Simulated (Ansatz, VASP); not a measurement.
One calculation of LiH, two programs

```xyz
2
Lattice="0.0000 2.1194 1.9667 2.1194 0.0000 1.9667 2.1194 2.1194 0.0000" Properties=species:S:1:pos:R:3 pbc="T T T"
Li    0.0000    0.0000    0.0000
H     2.1194    2.1194    1.9667
```

Change from the starting cell: epitaxial_xy strain +5.8%.

Alike in both runs: task single point; functional r2SCAN; k mesh 10 × 10 × 10; no spin polarisation.

|  | VASP | Ansatz |
| --- | --- | --- |
| version | VASP 6.6.1 | Ansatz 0.2.0 |
| potentials or method | VASP PAW PBE potentials, release 64 (Li_sv, H) | plane waves, PAW |
| plane-wave cutoff (eV) | 520 | 500 |
| occupations | gaussian, width 0.01 eV | fixed |
| valence electrons in the cell | 4 | 4 |

|  | VASP | Ansatz | Ansatz less VASP |
| --- | --- | --- | --- |
| gap on the k mesh at the Fermi level (eV) | 2.97 | 3.01 | +0.041 |

VASP's potentials were made for PBE, not for r2SCAN.

Noted on VASP's run: the cutoff is short for stress, so the pressure is rough.
